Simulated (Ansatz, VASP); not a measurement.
**One calculation of Al3In3GaB3N10, two programs**

Contents of INCAR:

```
SYSTEM = Al3In3GaB3N10
PREC     = Accurate       ! precision mode
ENCUT    = 520            ! plane-wave cutoff, eV
EDIFF    = 1E-7           ! SCF threshold, eV
ISMEAR   = 0              ! smearing method
SIGMA    = 0.02           ! smearing width, eV
LREAL    = Auto         
LASPH    = .True.         ! aspherical terms in the spheres
NELM     = 100            ! most SCF steps
ALGO     = Normal         ! electronic algorithm
ISIF     = 2              ! what is computed and relaxed
LWAVE    = .False.        ! write WAVECAR
LCHARG   = .False.        ! write CHGCAR
GGA      = PE             ! functional
NBANDS   = 76             ! bands
```

Contents of KPOINTS:

```
Automatic mesh
0
Gamma
  5 5 3
  0 0 0
```

Contents of POSCAR:

```
Al3In3GaB3N10
1.0
    2.0039310000      2.4581060000      4.6931490000
   -2.1626940000     -1.9878680000      4.5374110000
    6.6046060000     -4.7227730000      1.9534490000
B N Al Ga In
3 10 3 1 3
Direct
    0.6464427124      0.0105684709      0.7442423702
    0.2926038742      0.0068441363      0.2121130632
    0.8776334300      0.0630358377      0.3419922664
    0.5371379719      0.8687858236      0.6607623765
    0.4916181131      0.3122914741      0.7732190981
    0.9486265470      0.8877253528      0.7850082211
    0.3555280677      0.8571902216      0.0626267744
    0.8181330624      0.9633056883      0.2070874218
    0.7083938235      0.3455555166      0.4027721928
    0.1555730231      0.9233611923      0.3885013427
    0.0672605011      0.3675638876      0.6103081894
    0.9148868165      0.3739522277      0.9713395687
    0.2764329203      0.2844499768      0.2022621825
    0.1935551378      0.9993841777      0.6103214891
    0.1035062374      0.4955104412      0.7934303216
    0.0279974573      0.0038598586      0.9972249642
    0.7025436261      0.4902443874      0.6137808896
    0.2990702224      0.4763042553      0.4020560897
    0.5075462174      0.4359932947      0.0067222437
    0.8695419850      0.5609607534      0.1973021712
```

Input for Ansatz:

```yaml
crystal:
  lattice:
    - [2.003931, 2.458106, 4.693149]
    - [-2.162694, -1.987868, 4.537411]
    - [6.604606, -4.722773, 1.953449]
  atoms:
    - { symbol: B, position: [0.6464427124, 0.0105684709, 0.7442423702] }
    - { symbol: B, position: [0.2926038742, 0.0068441363, 0.2121130632] }
    - { symbol: B, position: [0.87763343, 0.0630358377, 0.3419922664] }
    - { symbol: "N", position: [0.5371379719, 0.8687858236, 0.6607623765] }
    - { symbol: "N", position: [0.4916181131, 0.3122914741, 0.7732190981] }
    - { symbol: "N", position: [0.948626547, 0.8877253528, 0.7850082211] }
    - { symbol: "N", position: [0.3555280677, 0.8571902216, 0.0626267744] }
    - { symbol: "N", position: [0.8181330624, 0.9633056883, 0.2070874218] }
    - { symbol: "N", position: [0.7083938235, 0.3455555166, 0.4027721928] }
    - { symbol: "N", position: [0.1555730231, 0.9233611923, 0.3885013427] }
    - { symbol: "N", position: [0.0672605011, 0.3675638876, 0.6103081894] }
    - { symbol: "N", position: [0.9148868165, 0.3739522277, 0.9713395687] }
    - { symbol: "N", position: [0.2764329203, 0.2844499768, 0.2022621825] }
    - { symbol: Al, position: [0.1935551378, 0.9993841777, 0.6103214891] }
    - { symbol: Al, position: [0.1035062374, 0.4955104412, 0.7934303216] }
    - { symbol: Al, position: [0.0279974573, 0.0038598586, 0.9972249642] }
    - { symbol: Ga, position: [0.7025436261, 0.4902443874, 0.6137808896] }
    - { symbol: In, position: [0.2990702224, 0.4763042553, 0.4020560897] }
    - { symbol: In, position: [0.5075462174, 0.4359932947, 0.0067222437] }
    - { symbol: In, position: [0.869541985, 0.5609607534, 0.1973021712] }
basis:
  ecutwfc: 420
kpoints:
  mp_grid: { grid: [5, 5, 3] }
hamiltonian:
  xc: pbe
scf:
  occupations: { method: gaussian, width: 0.02 }
  n_extra_bands: 10
output:
  forces: true
  stress: true
  eigenvalues: true
  populations: true
  dos:
    method: { smearing: { sigma: 0.1, scheme: gaussian } }
    projected: true
    de: 0.02
  write_density: true
  write_potential: true
  elf: true
  volumetric_format: npy
```

Alike in both runs: task single point; functional PBE; k mesh 5 × 5 × 3; occupations gaussian, width 0.02 eV; no spin polarisation.

```csv
,VASP,Ansatz
version,VASP 6.6.1,Ansatz 0.2.0
potentials or method,"VASP PAW PBE potentials, release 64 (B, N, Al, Ga_d, In_d), cutoff 520 eV","scalar-relativistic, plane waves, PAW"
valence electrons in the cell,120,120
```

Ansatz gave:

| Property | Result |
| --- | --- |
| gap on the k mesh at the Fermi level (eV) | 1.05 |
| least direct gap on the mesh (eV) | 1.14 |
| pressure (GPa) | 0.0 |
| traceless stress, the component that is largest in VASP (GPa) | -0.08 |
| rms of the force components (eV/Å) | 0.008 |

Q: Which values does VASP return?

A: gap on the k mesh at the Fermi level (eV): 1.05; least direct gap on the mesh (eV): 1.14; pressure (GPa): 0.0; traceless stress, the component that is largest in VASP (GPa): -0.13; rms of the force components (eV/Å): 0.015.

Atom by atom the forces differ by 0.011 eV/Å (rms over components). The functional is the same, so the differences come from potentials, cutoffs and numerics.
